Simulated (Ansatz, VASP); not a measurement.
**CuO in VASP and in Ansatz**

```
Cu O
1.0
     2.34465   -1.71340    0.00000
     2.34465    1.71340    0.00000
    -0.86055    0.00000    5.05944
Cu O
2 2
Direct
  0.00320 0.49680 0.00000
  0.49680 0.00320 0.50000
  0.57140 0.40560 0.25370
  0.40560 0.57140 0.75370
```

Alike in both runs: task single point; functional PBEsol; k mesh 8 × 8 × 4; occupations gaussian, width 0.05 eV; no spin polarisation.

|  | VASP | Ansatz |
| --- | --- | --- |
| version | VASP 6.6.1 | Ansatz 0.2.0 |
| potentials or method | VASP PAW PBE potentials, release 64 (Cu_sv_GW, O), cutoff 820 eV | scalar-relativistic, plane waves, PAW |
| valence electrons in the cell | 50 | 50 |

Ansatz gave:

```
gap on the k mesh at the Fermi level (eV)                     : none
pressure (GPa)                                                : -2.7
traceless stress, the component that is largest in VASP (GPa) : 2.27
rms of the force components (eV/Å)                            : 0.424
```

Problem. Which values does VASP return?

Solution. gap on the k mesh at the Fermi level (eV): none; pressure (GPa): -3.4; traceless stress, the component that is largest in VASP (GPa): 2.23; rms of the force components (eV/Å): 0.428.

VASP's potentials were made for PBE, not for PBEsol. Atom by atom the forces differ by 0.006 eV/Å (rms over components). A gap of «none» marks a metal or a gap that the smearing closes.
